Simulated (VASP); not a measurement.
BN, 4 atoms in the cell. Symmetry: P6_3mc, No. 186, hexagonal system. Conventional cell: a = 2.544 Å, b = 2.544 Å, c = 4.040 Å, α = 90.00°, β = 90.00°, γ = 120.00°. B (site symmetry 3m) has 4 N at 1.52 to 1.55 Å within 2.0 Å. N (site symmetry 3m) has 4 B at 1.52 to 1.55 Å within 2.0 Å.  This cell differs from its parent crystal: uniaxial z strain -4.0%.

| Property | Result |
| --- | --- |
| Program | VASP 6.6.1 |
| Task | single point |
| Functional | r2SCAN |
| Potentials or basis | VASP PAW PBE potentials, release 64 (B_h, N_h) |
| Cutoff | 1460 eV |
| k mesh | 12 × 12 × 6 |
| Occupations | gaussian, width 0.01 eV |
| Spin | no spin polarisation |
| Dipole correction | no |
| Further INCAR settings | ALGO = Normal; EDIFF = 1e-06; NBANDS = 16 |

Potentials or basis: VASP PAW PBE potentials, release 64 (B_h, N_h).

Launch:

```console
$ cat potpaw_PBE.64/B_h/POTCAR potpaw_PBE.64/N_h/POTCAR > POTCAR
$ cp INCAR.step1 INCAR
$ mpirun -np 1 vasp_std > vasp.out
$ cp INCAR.step2 INCAR
$ mpirun -np 1 vasp_std > vasp.out
```

Hardware: 1 thread of Intel(R) Xeon(R) Platinum 8375C CPU @ 2.90GHz (Ice Lake) (shared host).

How long does it take, and how much memory?

It took 2.9 min on 1 thread of Intel(R) Xeon(R) Platinum 8375C CPU @ 2.90GHz (Ice Lake), with other jobs on the host, peak memory 0.29 GiB. Counts: k points 76.
